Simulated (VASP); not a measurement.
# C (Im-3m) in VASP: single point with PBE

Aim: the single point of C with PBE.

Program: VASP 6.6.1. These are calculated values, not measurements. Logs are shortened: lines on timing, memory, paths and dates and some standing lists are left out, and cuts for length are marked.

## (1) The cell of the first run

The structure is cubic, space group Im-3m (No. 229). Conventional cell: a = 2.358 Å, b = 2.358 Å, c = 2.358 Å, α = 90.00°, β = 90.00°, γ = 90.00°. Within 2.7 Å of C (site symmetry m-3m) lie 14 C at 2.04 to 2.36 Å.

## (2) Single point, PBE

Contents of INCAR:

```
PREC = Accurate
ENCUT = 520
EDIFF = 1E-6
ISMEAR = -1
SIGMA = 0.13605693000000002
LREAL = F
LASPH = T
NELM = 60
ALGO = Normal
ISIF = 2
LWAVE = F
LCHARG = T
GGA = PE
LELF = T
LVHAR = T
NBANDS = 8
```

Contents of KPOINTS:

```
Automatic mesh
0
Gamma
  18 18 18
```

Contents of POSCAR:

```
C
1.0
   -1.1789140637      1.1789140637      1.1789140637
    1.1789140637     -1.1789140637      1.1789140637
    1.1789140637      1.1789140637     -1.1789140637
C
1
Direct
    0.0000000000      0.0000000000      0.0000000000
```

Potentials or basis: VASP PAW PBE potentials, release 64 (C).

The run is started by

```bash
cat potpaw_PBE.64/C/POTCAR > POTCAR
mpirun -np 1 vasp_std > vasp.out
```

OUTCAR:

```text
PREC = Accurate
   ENCUT = 520
   EDIFF = 1E-6
   ISMEAR = -1
   LREAL = F
   LASPH = T
   NELM = 60
   ISIF = 2
   GGA = PE

 ion  position               nearest neighbor table
   1  0.000  0.000  0.000-

  LATTYP: Found a body centered cubic cell.
 ALAT       =     2.3578281274

  Lattice vectors:

 A1 = (  -1.1789140637,   1.1789140637,   1.1789140637)
 A2 = (   1.1789140637,  -1.1789140637,   1.1789140637)
 A3 = (   1.1789140637,   1.1789140637,  -1.1789140637)

Analysis of symmetry for initial positions (statically):
=====================================================================
 Subroutine PRICEL returns:
 Original cell was already a primitive cell.

 Routine SETGRP: Setting up the symmetry group for a
 body centered cubic supercell.

 Subroutine GETGRP returns: Found 48 space group operations
[... 9 lines left out ...]

 Routine SETGRP: Setting up the symmetry group for a
 body centered cubic supercell.

 Subroutine GETGRP returns: Found 48 space group operations
[... 11 lines left out ...]
                                     Primitive cell

  volume of cell :       6.5540

  direct lattice vectors                    reciprocal lattice vectors
    -1.178914064  1.178914064  1.178914064     0.000000000  0.424119124  0.424119124
     1.178914064 -1.178914064  1.178914064     0.424119124  0.000000000  0.424119124
     1.178914064  1.178914064 -1.178914064     0.424119124  0.424119124  0.000000000

  length of vectors
     2.041939056  2.041939056  2.041939056     0.599795017  0.599795017  0.599795017

  position of ions in fractional coordinates (direct lattice)
     0.000000000  0.000000000  0.000000000

  ion indices of the primitive-cell ions
   primitive index   ion index
                 1           1

----------------------------------------------------------------------------------------

 KPOINTS: Automatic mesh

Automatic generation of k-mesh.
 Grid dimensions read from file:
 generate k-points for:   18   18   18

 Generating k-lattice:

  Cartesian coordinates                     Fractional coordinates (reciprocal lattice)
     0.000000000  0.023562174  0.023562174     0.055555556  0.000000000  0.000000000
     0.023562174  0.000000000  0.023562174     0.000000000  0.055555556  0.000000000
     0.023562174  0.023562174  0.000000000     0.000000000  0.000000000  0.055555556

  Length of vectors
     0.033321945  0.033321945  0.033321945

  Shift w.r.t. Gamma in fractional coordinates (k-lattice)
     0.000000000  0.000000000  0.000000000

 Subroutine IBZKPT returns following result:
 ===========================================

 Found    195 irreducible k-points:

 Following reciprocal coordinates:
            Coordinates               Weight
  0.000000  0.000000  0.000000      1.000000
  0.055556  0.000000  0.000000     12.000000
  0.111111  0.000000  0.000000     12.000000
  0.166667  0.000000  0.000000     12.000000
  0.222222  0.000000  0.000000     12.000000
  0.277778  0.000000  0.000000     12.000000
[... 16 lines left out ...]
  0.333333  0.111111 -0.000000     48.000000
  0.388889  0.111111  0.000000     48.000000
 [... further k-points ...]
   k-points           NKPTS =    195   k-points in BZ     NKDIM =    195   number of bands    NBANDS=      8
   number of dos      NEDOS =    301   number of ions     NIONS =      1
   total plane-waves  NPLWV =   4096
   dimension x,y,z NGX =    16 NGY =   16 NGZ =   16
   dimension x,y,z NGXF=    32 NGYF=   32 NGZF=   32
   ions per type =               1
   NGX,Y,Z   is equivalent  to a cutoff of  13.03, 13.03, 13.03 a.u.
   NGXF,Y,Z  is equivalent  to a cutoff of  26.05, 26.05, 26.05 a.u.
 SYSTEM =  unknown system
   PREC   = accura    normal or accurate (medium, high low for compatibility)
   ISTART =      0    job   : 0-new  1-cont  2-samecut
   ICHARG =      2    charge: 1-file 2-atom 10-const
   ISPIN  =      1    spin polarized calculation?
   LNONCOLLINEAR =      F non collinear calculations
   LSORBIT =      F    spin-orbit coupling
   LASPH  =      T    aspherical Exc in radial PAW
   ENCUT  =  520.0 eV  38.22 Ry    6.18 a.u.   3.80  3.80  3.80*2*pi/ulx,y,z
   NELM   =     60;   NELMIN=  2; NELMDL= -5     # of ELM steps
   EDIFF  = 0.1E-05   stopping-criterion for ELM
   LREAL  =      F    real-space projection
   EDIFFG = 0.1E-04   stopping-criterion for IOM
   NSW    =      0    number of steps for IOM
   IBRION =     -1    ionic relax: 0-MD 1-quasi-New 2-CG
   NFREE  =      0    steps in history (QN), initial steepest desc. (CG)
   ISIF   =      2    stress and relaxation
   ISYM   =      2    0-nonsym 1-usesym 2-fastsym
   POTIM  = 0.5000    time-step for ionic-motion
   TEBEG  =    0.0;   TEEND  =   0.0 temperature during run
   PSTRESS=    0.0 pullay stress
   NELECT =       4.0000    total number of electrons
   NUPDOWN=      -1.0000    fix difference up-down
   EMIN   =  10.00;   EMAX   =-10.00  energy-range for DOS
   EFERMI =   0.00;   METHOD = LEGACY
   ISMEAR =    -1;   SIGMA  =   0.14  broadening in eV -4-tet -1-fermi 0-gaus
   EFERMI_NEDOS =   21; number of points for ismear=-14 and -15
   IALGO  =     38    algorithm
   IMIX   =      4    mixing-type and parameters
     AMIX     =   0.40;   BMIX     =  1.00
     AMIX_MAG =   1.60;   BMIX_MAG =  1.00
  volume/ion in A,a.u.               =       6.55        44.23
  Fermi-wavevector in a.u.,A,eV,Ry     =   1.388650  2.624167 26.236765  1.928348
  Thomas-Fermi vector in A             =   2.512756
   LORBIT       =      0    0 simple, 1 ext, 2 COOP (PROOUT), +10 PAW based schemes
   GGA     = PE    functional components
   LHFCALC =     F    Hartree Fock is set to
   AEXX    =    0.0000 exact exchange contribution
   IVDW    =     0    specifies the selected vdW correction
   LEPSILON=     F    determine dielectric tensor
   LRPA    =     F    only Hartree local field effects (RPA)
 non-spin polarized calculation
  energy-cutoff  :      520.00
  volume of cell :        6.55
 maximum number of plane-waves:       188
   NGX =  7   NGY =  7   NGZ =  7

 number of electron       4.0000000 magnetization

 Free energy of the ion-electron system (eV)
  ---------------------------------------------------
  ext. energy  EPLUGINS =         0.00000000
  ---------------------------------------------------
  free energy    TOTEN  =        -4.88332748 eV

  energy without entropy =       -4.86230326  energy(sigma->0) =       -4.87281537

 E-fermi :   8.7804     XC(G=0): -13.2188

 val. band max:        8.7755014019   @ k =  -0.3889  -0.4444   0.0556
 cond. band min:       8.7900434378   @ k =  -0.3889   0.3889   0.3333
 fundamental gap:      0.0145420359
 Fermi energy:         8.7804133754

 k-point     1 :       0.0000    0.0000    0.0000
  band No.  band energies     occupation
      1     -11.1034      2.00000
      2      18.0209      0.00000
      3      18.0209      0.00000
      4      18.0209      0.00000
      5      42.3072      0.00000
      6      42.3072      0.00000
      7      42.3072      0.00000
      8      44.8917      0.00000

 k-point     2 :       0.0556    0.0000    0.0000
  band No.  band energies     occupation
      1     -10.9634      2.00000
      2      17.6769      0.00000
      3      17.8225      0.00000
      4      17.9807      0.00000
      5      41.2318      0.00000
      6      41.2918      0.00000
      7      42.8041      0.00000
      8      44.8989      0.00000

 k-point     3 :       0.1111    0.0000    0.0000
  band No.  band energies     occupation
      1     -10.5438      2.00000
      2      16.6545      0.00000
      3      17.2816      0.00000
      4      17.8624      0.00000
      5      38.5189      0.00000
      6      39.3790      0.00000
      7      44.2382      0.00000
      8      44.4398      0.00000

 k-point     4 :       0.1667    0.0000    0.0000
  band No.  band energies     occupation
      1      -9.8455      2.00000
      2      15.0059      0.00000
      3      16.5270      0.00000
      4      17.6783      0.00000
      5      35.9691      0.00000
      6      37.4565      0.00000
      7      43.7178      0.00000
      8      44.7844      0.00000

 k-point     5 :       0.2222    0.0000    0.0000
  band No.  band energies     occupation
      1      -8.8711      2.00000
      2      12.8450      0.00000
      3      15.6960      0.00000
      4      17.4466      0.00000
      5      34.0161      0.00000
      6      35.7492      0.00000
      7      43.4841      0.00000
      8      44.7347      0.00000

 k-point     6 :       0.2778    0.0000    0.0000
  band No.  band energies     occupation
      1      -7.6239      2.00000
      2      10.3423      0.00002
      3      14.9013      0.00000
      4      17.1939      0.00000
      5      32.6329      0.00000
      6      34.3224      0.00000
      7      43.7128      0.00000
      8      44.6680      0.00000

 k-point     7 :       0.3333    0.0000    0.0000
  band No.  band energies     occupation
      1      -6.1095      2.00000
      2       7.6757      1.99940
      3      14.2197      0.00000
      4      16.9527      0.00000
      5      31.7062      0.00000
      6      33.2005      0.00000
      7      44.3337      0.00000
      8      44.5929      0.00000
[... 133 lines left out ...]
 k-point    20 :       0.1667    0.1111    0.0000
  band No.  band energies     occupation
      1      -8.4544      2.00000
      2      12.7327      0.00000
      3      14.8079      0.00000
      4      16.8270      0.00000
      5      34.0951      0.00000
      6      35.3260      0.00000
      7      43.2477      0.00000
      8      44.4069      0.00000

 k-point    21 :       0.2222    0.1111    0.0000
  band No.  band energies     occupation
      1      -7.2093      2.00000
      2      10.4962      0.00001
      3      13.7693      0.00000
      4      16.4745      0.00000
      5      33.0952      0.00000
      6      34.4619      0.00000
      7      43.0671      0.00000
      8      44.8777      0.00000

 k-point    22 :       0.2778    0.1111    0.0000
  band No.  band energies     occupation
      1      -5.6977      2.00000
      2       7.9562      1.99533
      3      12.9596      0.00000
      4      16.1523      0.00000
      5      32.4020      0.00000
      6      33.8521      0.00000
      7      42.9895      0.00000
      8      45.3867      0.00000

 k-point    23 :       0.3333    0.1111   -0.0000
  band No.  band energies     occupation
      1      -3.9287      2.00000
      2       5.3309      2.00000
      3      12.3783      0.00000
      4      15.8920      0.00000
      5      31.9412      0.00000
      6      33.4585      0.00000
      7      43.0181      0.00000
      8      45.8845      0.00000

 k-point    24 :       0.3889    0.1111    0.0000
  band No.  band energies     occupation
      1      -1.9166      2.00000
      2       2.7624      2.00000
      3      12.0271      0.00000
      4      15.7230      0.00000
      5      31.6733      0.00000
      6      33.2439      0.00000
      7      43.0806      0.00000
      8      46.3187      0.00000

 [... further k-points ...]
[... 5 lines left out ...]
  --------------------------------------------------------------------------------------
  -------------------------------------------------------------------------------------
  Total        0.1737704      0.1737704      0.1737704     -0.0000000     -0.0000000     -0.0000000
  in kB       42.4795647     42.4795647     42.4795647     -0.0000000     -0.0000000     -0.0000000
  external PRESSURE =      42.4795647 kB  Pullay stress =       0.0000000 kB

 VOLUME and BASIS-vectors are now :
 -----------------------------------------------------------------------------
  energy-cutoff  :      520.00
  volume of cell :        6.55
      direct lattice vectors                 reciprocal lattice vectors
    -1.178914064  1.178914064  1.178914064     0.000000000  0.424119124  0.424119124
     1.178914064 -1.178914064  1.178914064     0.424119124  0.000000000  0.424119124
     1.178914064  1.178914064 -1.178914064     0.424119124  0.424119124  0.000000000

 POSITION                                       TOTAL-FORCE (eV/Angst)
 -----------------------------------------------------------------------------------
      0.00000      0.00000      0.00000         0.000000     -0.000000      0.000000
 -----------------------------------------------------------------------------------
    total drift:                               -0.000000     -0.000000     -0.000000

  FREE ENERGIE OF THE ION-ELECTRON SYSTEM (eV)
  ---------------------------------------------------
  free  energy   TOTEN  =        -4.8833274807 eV

  energy  without entropy=       -4.8623032605  energy(sigma->0) =       -4.87281537
```

Wall time 4.4 s (1 thread of Intel Xeon 6975P-C, shared host); peak memory 0.12 GiB.

What came out:

| Item | Value |
| --- | --- |
| Free energy | -4.8833 eV |
| Pressure | 4.2 GPa |
| Band gap on the k mesh | zero (band 2 reaches 18.02 eV, above the bottom of band 3 at 3.60 eV) |
